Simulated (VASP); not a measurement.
# AlCo (NiAs type) (P6_3/mmc) in VASP: further runs, part 2 of 2

VASP 6.6.1.

### 3 Single point, PBE

This run uses another cell than the first one, of 12.21 Å³/atom, 1.818 times its volume.

The input, INCAR:

```
SYSTEM = AlCo
  PREC = Accurate
  ENCUT = 600
  EDIFF = 1E-6
  ISMEAR = -1
  SIGMA = 0.05
  LREAL = .False.
  LASPH = .True.
  NELM = 120
  ALGO = Normal
  ISIF = 2
  LWAVE = .False.
  LCHARG = .True.
  GGA = PE
  LELF = .True.
  LVHAR = .True.
  NBANDS = 28
  GGA_COMPAT = .False.
```

The input, KPOINTS:

```
Automatic mesh
0
Gamma
  10 10 6
  0 0 0
```

The input, POSCAR:

```
AlCo
1.0
    2.7294172933      0.0000000000      0.0000000000
   -1.3647086466      2.3637447135      0.0000000000
    0.0000000000      0.0000000000      7.5731822471
Co Al
2 2
Direct
    0.0000000000      0.0000000000      0.0000000000
    0.0000000000      0.0000000000      0.5000000000
    0.3333333333      0.6666666667      0.2500000000
    0.6666666667      0.3333333333      0.7500000000
```

Potentials or basis: VASP PAW PBE potentials, release 64 (Co_sv, Al).

Run with:

```
cat potpaw_PBE.64/Co_sv/POTCAR potpaw_PBE.64/Al/POTCAR > POTCAR
mpirun -np 1 vasp_std > vasp.out
```

OUTCAR:

```text
SYSTEM = AlCo
   PREC = Accurate
   ENCUT = 600
   EDIFF = 1E-6
   ISMEAR = -1
   LREAL = .False.
   LASPH = .True.
   NELM = 120
   ISIF = 2
   GGA = PE

 ion  position               nearest neighbor table
   1  0.000  0.000  0.000-   3 2.46   4 2.46   3 2.46   4 2.46   4 2.46   3 2.46
   2  0.000  0.000  0.500-   3 2.46   4 2.46   3 2.46   4 2.46   4 2.46   3 2.46
   3  0.333  0.667  0.250-   1 2.46   2 2.46   1 2.46   2 2.46   1 2.46   2 2.46
   4  0.667  0.333  0.750-   1 2.46   2 2.46   1 2.46   2 2.46   1 2.46   2 2.46

  LATTYP: Found a hexagonal cell.
 ALAT       =     2.7294172933
 C/A-ratio  =     2.7746516686

  Lattice vectors:

 A1 = (   2.7294172933,   0.0000000000,   0.0000000000)
 A2 = (  -1.3647086466,   2.3637447135,   0.0000000000)
 A3 = (   0.0000000000,   0.0000000000,   7.5731822471)

Analysis of symmetry for initial positions (statically):
=====================================================================
 Subroutine PRICEL returns:
 Original cell was already a primitive cell.

 Routine SETGRP: Setting up the symmetry group for a
 hexagonal supercell.

 Subroutine GETGRP returns: Found 24 space group operations
 (whereof 12 operations were pure point group operations)
 out of a pool of 24 trial point group operations.

The static configuration has the point symmetry D_3d.
 The point group associated with its full space group is D_6h.

Analysis of symmetry for dynamics (positions and initial velocities):
=====================================================================
 Subroutine PRICEL returns:
 Original cell was already a primitive cell.

 Routine SETGRP: Setting up the symmetry group for a
 hexagonal supercell.

 Subroutine GETGRP returns: Found 24 space group operations
 (whereof 12 operations were pure point group operations)
 out of a pool of 24 trial point group operations.

The dynamic configuration has the point symmetry D_3d.
[... 116 lines left out ...]
   NUPDOWN=      -1.0000    fix difference up-down
   EMIN   =  10.00;   EMAX   =-10.00  energy-range for DOS
   EFERMI =   0.00;   METHOD = LEGACY
   ISMEAR =    -1;   SIGMA  =   0.05  broadening in eV -4-tet -1-fermi 0-gaus
   EFERMI_NEDOS =   21; number of points for ismear=-14 and -15
   IALGO  =     38    algorithm
   IMIX   =      4    mixing-type and parameters
     AMIX     =   0.40;   BMIX     =  1.00
     AMIX_MAG =   1.60;   BMIX_MAG =  1.00
  volume/ion in A,a.u.               =      12.21        82.43
  Fermi-wavevector in a.u.,A,eV,Ry     =   1.531482  2.894081 31.911603  2.345437
  Thomas-Fermi vector in A             =   2.638820
   LORBIT       =      0    0 simple, 1 ext, 2 COOP (PROOUT), +10 PAW based schemes
   GGA     = PE    functional components
   LHFCALC =     F    Hartree Fock is set to
   AEXX    =    0.0000 exact exchange contribution
   IVDW    =     0    specifies the selected vdW correction
   LEPSILON=     F    determine dielectric tensor
   LRPA    =     F    only Hartree local field effects (RPA)
 non-spin polarized calculation
  energy-cutoff  :      600.00
  volume of cell :       48.86
 maximum number of plane-waves:      1698
 NGX is ok and might be reduce to    24
   NGX = 11   NGY = 11   NGZ = 31

 number of electron      40.0000002 magnetization

 Free energy of the ion-electron system (eV)
  ---------------------------------------------------
  ext. energy  EPLUGINS =         0.00000000
  ---------------------------------------------------
  free energy    TOTEN  =       -22.98248644 eV

  energy without entropy =      -22.94456323  energy(sigma->0) =      -22.96352484

 E-fermi :  10.4672     XC(G=0): -12.2195

 val. band max:       10.4571198330   @ k =   0.3000   0.1000   0.0000
 cond. band min:      10.4675051742   @ k =   0.3000   0.1000   0.3333
 fundamental gap:      0.0103853412
 Fermi energy:        10.4672099192

 k-point     1 :       0.0000    0.0000    0.0000
  band No.  band energies     occupation
      1     -84.1117      2.00000
      2     -84.1117      2.00000
      3     -47.3908      2.00000
      4     -47.3908      2.00000
      5     -47.3896      2.00000
      6     -47.3896      2.00000
[... 733 lines left out ...]
     27      16.6215      0.00000
     28      18.5945      0.00000

 [... further k-points ...]
[... 5 lines left out ...]
  --------------------------------------------------------------------------------------
  -------------------------------------------------------------------------------------
  Total       -0.4305838     -0.4305838     -0.4204109     -0.0000000     -0.0000000      0.0000000
  in kB      -14.1195016    -14.1195016    -13.7859170     -0.0000000     -0.0000000      0.0000000
  external PRESSURE =     -14.0083067 kB  Pullay stress =       0.0000000 kB

 VOLUME and BASIS-vectors are now :
 -----------------------------------------------------------------------------
  energy-cutoff  :      600.00
  volume of cell :       48.86
      direct lattice vectors                 reciprocal lattice vectors
     2.729417293  0.000000000  0.000000000     0.366378568  0.211528765  0.000000000
    -1.364708647  2.363744714  0.000000000     0.000000000  0.423057530  0.000000000
     0.000000000  0.000000000  7.573182247     0.000000000  0.000000000  0.132044888

 POSITION                                       TOTAL-FORCE (eV/Angst)
 -----------------------------------------------------------------------------------
      0.00000      0.00000      0.00000         0.000000      0.000000      0.000000
      0.00000      0.00000      3.78659         0.000000      0.000000      0.000000
     -0.00000      1.57583      1.89330        -0.000000      0.000000     -0.000000
      1.36471      0.78791      5.67989         0.000000     -0.000000     -0.000000
 -----------------------------------------------------------------------------------
    total drift:                               -0.000000      0.000000      0.000000

  FREE ENERGIE OF THE ION-ELECTRON SYSTEM (eV)
  ---------------------------------------------------
  free  energy   TOTEN  =       -22.9824864385 eV

  energy  without entropy=      -22.9445632331  energy(sigma->0) =      -22.96352484
```

OSZICAR:

```text
N       E                     dE             d eps       ncg     rms          rms(c)
DAV:   1     0.707418862587E+03    0.70742E+03   -0.23031E+04  4284   0.335E+03
DAV:   2     0.419412256348E+02   -0.66548E+03   -0.64350E+03  4504   0.977E+02
DAV:   3    -0.251692596251E+02   -0.67110E+02   -0.65987E+02  4816   0.270E+02
DAV:   4    -0.267652085292E+02   -0.15959E+01   -0.15904E+01  4652   0.410E+01
DAV:   5    -0.268716514867E+02   -0.10644E+00   -0.10643E+00  4860   0.153E+01    0.213E+01
DAV:   6    -0.353128850623E+02   -0.84412E+01   -0.79730E+01  4520   0.179E+02    0.488E+01
DAV:   7    -0.232175527155E+02    0.12095E+02   -0.37152E+01  4076   0.105E+02    0.636E+00
DAV:   8    -0.230239464192E+02    0.19361E+00   -0.25326E+00  5056   0.209E+01    0.250E+00
DAV:   9    -0.229877587922E+02    0.36188E-01   -0.15897E-01  4324   0.589E+00    0.128E+00
DAV:  10    -0.229824974728E+02    0.52613E-02   -0.22548E-02  4912   0.307E+00    0.521E-01
DAV:  11    -0.229825191723E+02   -0.21700E-04   -0.12655E-03  5056   0.439E-01    0.312E-01
DAV:  12    -0.229824951816E+02    0.23991E-04   -0.13840E-04  4848   0.208E-01    0.130E-01
DAV:  13    -0.229824865061E+02    0.86755E-05   -0.12177E-05  4136   0.526E-02    0.493E-02
DAV:  14    -0.229824864385E+02    0.67615E-07   -0.14208E-06  2672   0.208E-02
   1 F= -.22982486E+02 E0= -.22963525E+02  d E =-.379232E-01
```

It took 53 s on 1 thread of Intel Xeon Platinum 8488C (Sapphire Rapids), shared host; peak memory 0.23 GiB.

Results:

```
Free energy            : -22.9825 eV
Pressure               : -1.4 GPa
Band gap on the k mesh : zero (band 20 reaches 11.10 eV, above the bottom of band 21 at 9.82 eV)
```

Levels at points of the mesh, in eV from the Fermi level:
| k point | band 18 | band 19 | band 20 | band 21 | band 22 | band 23 |
| --- | --- | --- | --- | --- | --- | --- |
| (0.00, 0.00, 0.00) | -1.10 | -0.64 | -0.64 | -0.53 | -0.53 | 3.92 |
| (0.50, 0.00, 0.00) | -0.90 | -0.85 | 0.11 | 0.12 | 1.26 | 2.34 |
| (0.00, 0.00, 0.50) | -1.32 | -0.59 | -0.59 | -0.59 | -0.59 | 6.94 |
| (0.50, 0.00, 0.50) | -0.99 | 0.11 | 0.11 | 0.32 | 0.32 | 3.76 |

Spin polarisation is off, so any magnetic state and its effect on volume and gap are missing.
